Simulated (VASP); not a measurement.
# Al (Fm-3m) in VASP: further runs

Al is run at these levels: PBE+D4; tasks: relaxation of cell and atoms.

Program: VASP 6.6.1. These are calculated values, not measurements. Logs are shortened: lines on timing, memory, paths and dates and some standing lists are left out, and cuts for length are marked.

**1. The cell of the first run**

The structure is cubic, space group Fm-3m (No. 225). Conventional cell: a = 4.050 Å, b = 4.050 Å, c = 4.050 Å, α = 90.00°, β = 90.00°, γ = 90.00°. Al (site symmetry m-3m) has 12 Al at 2.86 Å within 3.8 Å.

**2. Relaxation of cell and atoms, PBE+D4**

The input, INCAR:

```
ALGO = Normal
EDIFF = 1E-6
EDIFFG = -0.03
ENCUT = 600
GGA = PE
IBRION = 2
ISIF = 3
ISMEAR = 0
IVDW = 13
LASPH = T
LCHARG = F
LREAL = F
LWAVE = F
NELM = 100
NSW = 80
PREC = Accurate
SIGMA = 0.1
```

The input, KPOINTS:

```
k-points
0
Gamma
  14 14 14
```

The input, POSCAR:

```
Al
1.0
    0.0000000000      2.0248050000      2.0248050000
    2.0248050000      0.0000000000      2.0248050000
    2.0248050000      2.0248050000      0.0000000000
Al
1
Direct
    0.0000000000      0.0000000000      0.0000000000
```

Potentials or basis: VASP PAW PBE potentials, release 64 (Al).

The run is started by

```console
> cat potpaw_PBE.64/Al/POTCAR > POTCAR
> mpirun -np 1 vasp_std > vasp.out
```

OUTCAR:

```text
EDIFF = 1E-6
   EDIFFG = -0.03
   ENCUT = 600
   GGA = PE
   IBRION = 2
   ISIF = 3
   ISMEAR = 0
   IVDW = 13
   LASPH = T
   LREAL = F
   NELM = 100
   NSW = 80
   PREC = Accurate

 ion  position               nearest neighbor table
   1  0.000  0.000  0.000-

  LATTYP: Found a face centered cubic cell.
 ALAT       =     4.0496100000

  Lattice vectors:

 A1 = (   0.0000000000,   2.0248050000,   2.0248050000)
 A2 = (   2.0248050000,   0.0000000000,   2.0248050000)
 A3 = (   2.0248050000,   2.0248050000,   0.0000000000)

Analysis of symmetry for initial positions (statically):
=====================================================================
 Subroutine PRICEL returns:
 Original cell was already a primitive cell.

 Routine SETGRP: Setting up the symmetry group for a
 face centered cubic supercell.

 Subroutine GETGRP returns: Found 48 space group operations
[... 9 lines left out ...]

 Routine SETGRP: Setting up the symmetry group for a
 face centered cubic supercell.

 Subroutine GETGRP returns: Found 48 space group operations
[... 11 lines left out ...]
                                     Primitive cell

  volume of cell :      16.6027

  direct lattice vectors                    reciprocal lattice vectors
     0.000000000  2.024805000  2.024805000    -0.246937359  0.246937359  0.246937359
     2.024805000  0.000000000  2.024805000     0.246937359 -0.246937359  0.246937359
     2.024805000  2.024805000  0.000000000     0.246937359  0.246937359 -0.246937359

  length of vectors
     2.863506692  2.863506692  2.863506692     0.427708053  0.427708053  0.427708053

  position of ions in fractional coordinates (direct lattice)
     0.000000000  0.000000000  0.000000000

  ion indices of the primitive-cell ions
   primitive index   ion index
                 1           1

----------------------------------------------------------------------------------------

 KPOINTS: k-points

Automatic generation of k-mesh.
 Grid dimensions read from file:
 generate k-points for:   14   14   14

 Generating k-lattice:

  Cartesian coordinates                     Fractional coordinates (reciprocal lattice)
    -0.017638383  0.017638383  0.017638383     0.071428571  0.000000000  0.000000000
     0.017638383 -0.017638383  0.017638383     0.000000000  0.071428571  0.000000000
     0.017638383  0.017638383 -0.017638383     0.000000000  0.000000000  0.071428571

  Length of vectors
     0.030550575  0.030550575  0.030550575

  Shift w.r.t. Gamma in fractional coordinates (k-lattice)
     0.000000000  0.000000000  0.000000000

 Subroutine IBZKPT returns following result:
 ===========================================

 Found    104 irreducible k-points:

 Following reciprocal coordinates:
            Coordinates               Weight
  0.000000  0.000000  0.000000      1.000000
  0.071429  0.000000  0.000000      8.000000
  0.142857  0.000000  0.000000      8.000000
  0.214286  0.000000  0.000000      8.000000
  0.285714  0.000000  0.000000      8.000000
  0.357143  0.000000  0.000000      8.000000
[... 16 lines left out ...]
  0.214286  0.142857  0.000000     24.000000
  0.285714  0.142857  0.000000     24.000000
 [... further k-points ...]
   k-points           NKPTS =    104   k-points in BZ     NKDIM =    104   number of bands    NBANDS=      5
   number of dos      NEDOS =    301   number of ions     NIONS =      1
   total plane-waves  NPLWV =  13824
   dimension x,y,z NGX =    24 NGY =   24 NGZ =   24
   dimension x,y,z NGXF=    48 NGYF=   48 NGZF=   48
   ions per type =               1
   NGX,Y,Z   is equivalent  to a cutoff of  13.93, 13.93, 13.93 a.u.
   NGXF,Y,Z  is equivalent  to a cutoff of  27.87, 27.87, 27.87 a.u.
 SYSTEM =  unknown system
   PREC   = accura    normal or accurate (medium, high low for compatibility)
   ISTART =      0    job   : 0-new  1-cont  2-samecut
   ICHARG =      2    charge: 1-file 2-atom 10-const
   ISPIN  =      1    spin polarized calculation?
   LNONCOLLINEAR =      F non collinear calculations
   LSORBIT =      F    spin-orbit coupling
   LASPH  =      T    aspherical Exc in radial PAW
   ENCUT  =  600.0 eV  44.10 Ry    6.64 a.u.   5.72  5.72  5.72*2*pi/ulx,y,z
   NELM   =    100;   NELMIN=  2; NELMDL= -5     # of ELM steps
   EDIFF  = 0.1E-05   stopping-criterion for ELM
   LREAL  =      F    real-space projection
   EDIFFG = -.3E-01   stopping-criterion for IOM
   NSW    =     80    number of steps for IOM
   IBRION =      2    ionic relax: 0-MD 1-quasi-New 2-CG
   NFREE  =      1    steps in history (QN), initial steepest desc. (CG)
   ISIF   =      3    stress and relaxation
   ISYM   =      2    0-nonsym 1-usesym 2-fastsym
   POTIM  = 0.5000    time-step for ionic-motion
   TEBEG  =    0.0;   TEEND  =   0.0 temperature during run
   PSTRESS=    0.0 pullay stress
   NELECT =       3.0000    total number of electrons
   NUPDOWN=      -1.0000    fix difference up-down
   EMIN   =  10.00;   EMAX   =-10.00  energy-range for DOS
   EFERMI =   0.00;   METHOD = LEGACY
   ISMEAR =     0;   SIGMA  =   0.10  broadening in eV -4-tet -1-fermi 0-gaus
   EFERMI_NEDOS =   21; number of points for ismear=-14 and -15
   IALGO  =     38    algorithm
   IMIX   =      4    mixing-type and parameters
     AMIX     =   0.40;   BMIX     =  1.00
     AMIX_MAG =   1.60;   BMIX_MAG =  1.00
  volume/ion in A,a.u.               =      16.60       112.04
  Fermi-wavevector in a.u.,A,eV,Ry     =   0.925526  1.748991 11.654733  0.856599
  Thomas-Fermi vector in A             =   2.051390
   LORBIT       =      0    0 simple, 1 ext, 2 COOP (PROOUT), +10 PAW based schemes
   GGA     = PE    functional components
   LHFCALC =     F    Hartree Fock is set to
   AEXX    =    0.0000 exact exchange contribution
   IVDW    =    13    specifies the selected vdW correction
   LEPSILON=     F    determine dielectric tensor
   LRPA    =     F    only Hartree local field effects (RPA)
 conjugate gradient relaxation of ions
 non-spin polarized calculation
 Gauss-broadening in eV      SIGMA  =   0.10
  energy-cutoff  :      600.00
  volume of cell :       16.60
 maximum number of plane-waves:       568
   NGX = 11   NGY = 11   NGZ = 11

--------------------------------------- Ionic step        1  -------------------------------------------

 number of electron       3.0000000 magnetization

 Free energy of the ion-electron system (eV)
  ---------------------------------------------------
  ext. energy  EPLUGINS =         0.00000000
  ---------------------------------------------------
  free energy    TOTEN  =        -3.73909537 eV

  energy without entropy =       -3.73654983  energy(sigma->0) =       -3.73782260

------------------------ aborting loop because EDIFF is reached ----------------------------------------

  DFT-D4 for vdW energy calculation

  Edisp (eV):   -0.34175
[... 69 lines left out ...]
--------------------------------------- Ionic step        3  -------------------------------------------

 number of electron       3.0000000 magnetization

 Free energy of the ion-electron system (eV)
  ---------------------------------------------------
  ext. energy  EPLUGINS =         0.00000000
  ---------------------------------------------------
  free energy    TOTEN  =        -3.73250971 eV

  energy without entropy =       -3.73014748  energy(sigma->0) =       -3.73132859

 E-fermi :   8.4378     XC(G=0): -10.3600

 val. band max:        8.4372902415   @ k =  -0.3571   0.3571   0.0000
 cond. band min:       8.4783055467   @ k =   0.5000   0.2857   0.0000
 fundamental gap:      0.0410153051
 Fermi energy:         8.4378408464

 k-point     1 :       0.0000    0.0000    0.0000
  band No.  band energies     occupation
      1      -2.9731      2.00000
      2      21.3442      0.00000
      3      21.3442      0.00000
      4      21.3442      0.00000
      5      23.1807      0.00000
[... 177 lines left out ...]
 k-point    24 :       0.2857    0.1429    0.0000
  band No.  band energies     occupation
      1      -0.8930      2.00000
      2      12.8639      0.00000
      3      17.1750      0.00000
      4      18.6269      0.00000
      5      19.2421      0.00000

 [... further k-points ...]

------------------------ aborting loop because EDIFF is reached ----------------------------------------

  DFT-D4 for vdW energy calculation

  Edisp (eV):   -0.35891
[... 24 lines left out ...]
  FREE ENERGIE OF THE ION-ELECTRON SYSTEM (eV)
  ---------------------------------------------------
  free  energy   TOTEN  =        -4.0914169742 eV

  energy  without entropy=       -4.0890547468  energy(sigma->0) =       -4.09023586

 reached required accuracy - stopping structural energy minimisation
```

OSZICAR:

```text
N       E                     dE             d eps       ncg     rms          rms(c)
DAV:   1    -0.112788424900E+01   -0.11279E+01   -0.92172E+02  1055   0.374E+02
DAV:   2    -0.373750389850E+01   -0.26096E+01   -0.24306E+01  1315   0.325E+01
DAV:   3    -0.376180820566E+01   -0.24304E-01   -0.24148E-01  1365   0.395E+00
[... 15 lines left out ...]
       N       E                     dE             d eps       ncg     rms          rms(c)
DAV:   1    -0.373253780359E+01   -0.33194E-02   -0.34042E-03  1320   0.378E-01    0.504E-02
DAV:   2    -0.373252206323E+01    0.15740E-04   -0.20866E-05  1095   0.404E-02    0.188E-02
DAV:   3    -0.373251083649E+01    0.11227E-04   -0.28663E-06  1335   0.112E-02    0.568E-03
DAV:   4    -0.373250973496E+01    0.11015E-05   -0.25980E-07   610   0.335E-03    0.307E-03
DAV:   5    -0.373250970739E+01    0.27568E-07   -0.18656E-08   585   0.123E-03
   3 F= -.40914170E+01 E0= -.40902359E+01  d E =-.105708E-01
```

CONTCAR:

```text
Al
   1.00000000000000
     0.0000000000000000    1.9907221229157968    1.9907221229157968
     1.9907221229157968   -0.0000000000000000    1.9907221229157968
     1.9907221229157968    1.9907221229157968    0.0000000000000000
  Al
     1
Direct
     0.0000000000000000    0.0000000000000000    0.0000000000000000

  0.00000000E+00  0.00000000E+00  0.00000000E+00
```

It took 8.7 s on 1 thread of AMD EPYC 9R45 (Zen 5), shared host; peak memory 0.11 GiB.

Results:

- Free energy: -4.0914 eV
- Relaxed volume: 15.78 Å³/atom
- Relaxed cell: a = 2.815 Å, b = 2.815 Å, c = 2.815 Å, α = 60.00°, β = 60.00°, γ = 60.00°
- Space group after relaxing (to 0.05 Å): Fm-3m (No. 225)
- Energy gained by relaxing: 10.6 meV/atom
- Ionic steps: 3
- Pressure after relaxing: 0.0 GPa
- Dispersion energy per atom: -0.359 eV

The path:
| step | energy change (eV) | largest force (eV/Å) | pressure (GPa) | volume (Å³) |
| --- | --- | --- | --- | --- |
| 1 | 0.0000 | 0.0000 | -3.93 | 16.60 |
| 2 | -0.0103 | 0.0000 | 0.76 | 15.64 |
| 3 | -0.0106 | 0.0000 | 0.01 | 15.78 |

Final structure:
```
CELL_PARAMETERS angstrom
0.00000 1.99072 1.99072
1.99072 0.00000 1.99072
1.99072 1.99072 0.00000
ATOMIC_POSITIONS crystal
Al 0.00000 0.00000 0.00000
```

Caveat: pairwise dispersion overbinds metals, which lowers pressure and volume.

**3. Relaxation of cell and atoms, PBE+D4, target pressure 5 GPa, at which the enthalpy is minimised**

The input, INCAR:

```
PREC = Accurate
ENCUT = 600
EDIFF = 1E-6
ISMEAR = 0
SIGMA = 0.1
LREAL = False
LASPH = True
NELM = 60
ALGO = Normal
ISIF = 3
LWAVE = False
LCHARG = False
GGA = PE
IVDW = 13
IBRION = 2
NSW = 80
EDIFFG = -0.03
PSTRESS = 50.0
```

The input, KPOINTS:

```
Automatic mesh
0
Gamma
  14 14 14
```

POSCAR is that of step 2.

Potentials or basis: VASP PAW PBE potentials, release 64 (Al).

The run is started by

```console
> cat potpaw_PBE.64/Al/POTCAR > POTCAR
> mpirun -np 1 vasp_std > vasp.out
```

It took 9.1 s on 1 thread of AMD EPYC 9R45 (Zen 5), shared host; peak memory 0.11 GiB.

It converged, with:

* Free energy: -4.0796 eV
* Relaxed volume: 14.98 Å³/atom
* Relaxed cell: a = 2.767 Å, b = 2.767 Å, c = 2.767 Å, α = 60.00°, β = 60.00°, γ = 60.00°
* Space group after relaxing (to 0.05 Å): Fm-3m (No. 225)
* Energy change on relaxing (the enthalpy is what falls): +1.2 meV/atom
* Ionic steps: 3
* Pressure after relaxing: 5.0 GPa
* Dispersion energy per atom: -0.377 eV

Step by step:
```tsv
step	energy change (eV)	largest force (eV/Å)	pressure (GPa)	volume (Å³)
1	0.0000	0.0000	-3.93	16.60
2	0.0233	0.0000	9.05	14.48
3	0.0012	0.0000	5.00	14.98
```

Final structure:
```cif
data_structure
_symmetry_space_group_name_H-M 'P 1'
_symmetry_Int_Tables_number 1
_cell_length_a 2.7673
_cell_length_b 2.7673
_cell_length_c 2.7673
_cell_angle_alpha 60.000
_cell_angle_beta 60.000
_cell_angle_gamma 60.000
_cell_volume 14.98
loop_
_atom_site_label
_atom_site_type_symbol
_atom_site_fract_x
_atom_site_fract_y
_atom_site_fract_z
_atom_site_occupancy
Al1 Al 0.00000 0.00000 0.00000 1
```

Levels at points of the mesh, in eV from the Fermi level:
| k point | band 1 | band 2 | band 3 | band 4 | band 5 |
| --- | --- | --- | --- | --- | --- |
| (0.00, 0.00, 0.00) | -11.79 | 13.19 | 13.19 | 13.19 | 15.44 |
| (0.50, 0.00, 0.00) | -4.96 | -4.49 | 11.94 | 11.94 | 12.50 |
| (0.50, 0.50, 0.00) | -3.13 | -1.61 | 5.30 | 6.09 | 6.09 |

Caveat: the cell is relaxed towards a set pressure, so the enthalpy falls and the energy may rise; pairwise dispersion overbinds metals, which lowers pressure and volume.

**4. Relaxation of cell and atoms, PBE+D4, target pressure 10 GPa, at which the enthalpy is minimised**

The input, INCAR:

```
SYSTEM = Al
PREC     = Accurate       ! precision mode
ENCUT    = 600            ! plane-wave cutoff, eV
EDIFF    = 1E-6           ! SCF threshold, eV
ISMEAR   = 0              ! smearing method
SIGMA    = 0.1            ! smearing width, eV
LREAL    = .FALSE.        ! projectors in reciprocal space
LASPH    = .TRUE.         ! aspherical terms in the spheres
NELM     = 60             ! most SCF steps
ALGO     = Normal         ! electronic algorithm
ISIF     = 3              ! what is computed and relaxed
LWAVE    = .FALSE.        ! write WAVECAR
LCHARG   = .FALSE.        ! write CHGCAR
GGA      = PE             ! functional
IVDW     = 13             ! dispersion correction
IBRION   = 2              ! ionic algorithm
NSW      = 80             ! ionic steps
EDIFFG   = -0.03          ! ionic threshold
PSTRESS  = 100.0
```

The input, KPOINTS:

```
regular mesh
0
G
  14 14 14
  0 0 0
```

POSCAR is that of step 3.

The run is started by

```console
> cat potpaw_PBE.64/Al/POTCAR > POTCAR
> mpirun -np 1 vasp_std > vasp.out
```

Wall time 9.6 s (1 thread of AMD EPYC 9R45 (Zen 5), shared host); peak memory 0.11 GiB.

Results (log left out):

| Item | Value |
| --- | --- |
| Free energy | -4.0518 eV |
| Relaxed volume | 14.38 Å³/atom |
| Relaxed cell | a = 2.730 Å, b = 2.730 Å, c = 2.730 Å, α = 60.00°, β = 60.00°, γ = 60.00° |
| Space group after relaxing (to 0.05 Å) | Fm-3m (No. 225) |
| Energy change on relaxing (the enthalpy is what falls) | +29.1 meV/atom |
| Ionic steps | 3 |
| Pressure after relaxing | 9.9 GPa |
| Dispersion energy per atom | -0.392 eV |

The path:
```csv
step,energy change (eV),largest force (eV/Å),pressure (GPa),volume (Å³)
1,0.0000,0.0000,-3.93,16.60
2,0.1243,0.0000,20.98,13.37
3,0.0291,0.0000,9.92,14.38
```

Final structure:
```
Al
1.0
     0.00000    1.93008    1.93008
     1.93008    0.00000    1.93008
     1.93008    1.93008    0.00000
Al
1
Direct
  0.00000 0.00000 0.00000
```

Levels at points of the mesh, in eV from the Fermi level:
| k point | band 1 | band 2 | band 3 | band 4 | band 5 |
| --- | --- | --- | --- | --- | --- |
| (0.00, 0.00, 0.00) | -12.11 | 13.42 | 13.42 | 13.42 | 16.02 |
| (0.50, 0.00, 0.00) | -5.14 | -4.56 | 12.13 | 12.13 | 12.98 |
| (0.50, 0.50, 0.00) | -3.24 | -1.65 | 5.30 | 6.30 | 6.30 |

Caveat: the cell is relaxed towards a set pressure, so the enthalpy falls and the energy may rise; pairwise dispersion overbinds metals, which lowers pressure and volume.

(Continued in part 2 of 2.)
